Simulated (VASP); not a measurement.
Wanted: the native input for a VASP 6.6.1 run.

```
Task                   : relaxation of cell and atoms
Functional             : LDA
Potentials or basis    : VASP PAW LDA potentials, release 64 (Y_sv)
Cutoff                 : 600 eV
k mesh                 : 7 × 7 × 7
Occupations            : methfessel-paxton, width 0.1 eV
Spin                   : no spin polarisation
Dipole correction      : no
Further INCAR settings : ALGO = Normal; EDIFF = 1e-06; IBRION = 2; EDIFFG = -0.03; NSW = 80; ISIF = 3
```

The structure of Y lies in POSCAR:

```
Y
1.0
    3.3100000000      0.0000000000      0.0000000000
    0.0000000000      3.3100000000      0.0000000000
    0.0000000000      0.0000000000      3.3100000000
Y
1
Direct
    0.0000000000      0.0000000000      0.0000000000
```

These files were run (other wordings do the same):

INCAR

```
PREC     = Accurate       # precision mode
ENCUT    = 600            # plane-wave cutoff, eV
EDIFF    = 1E-6           # SCF threshold, eV
ISMEAR   = 1              # smearing method
SIGMA    = 0.1            # smearing width, eV
LREAL    = False          # projectors in reciprocal space
LASPH    = True           # aspherical terms in the spheres
NELM     = 100            # most SCF steps
ALGO     = Normal         # electronic algorithm
ISIF     = 3              # what is computed and relaxed
LWAVE    = False          # write WAVECAR
LCHARG   = False          # write CHGCAR
IBRION   = 2              # ionic algorithm
NSW      = 80             # ionic steps
EDIFFG   = -0.03          # ionic threshold
```

KPOINTS

```
Automatic mesh
0
Gamma
  7 7 7
```

Potentials or basis: VASP PAW LDA potentials, release 64 (Y_sv).

Launch:

```bash
$ cat potpaw_LDA.64/Y_sv/POTCAR > POTCAR
$ mpirun -np 1 vasp_std > vasp.out
```

It gave:

```
Relaxed volume                         : 30.92 Å³/atom
Relaxed cell                           : a = 3.139 Å, b = 3.139 Å, c = 3.139 Å, α = 90.00°, β = 90.00°, γ = 90.00°
Space group after relaxing (to 0.05 Å) : Pm-3m (No. 221)
Energy gained by relaxing              : 78.7 meV/atom
Ionic steps                            : 3
Pressure after relaxing                : -0.1 GPa
```

Wall time 21 s on 1 thread of Intel Xeon 6975P-C (shared host), peak memory 0.16 GiB.
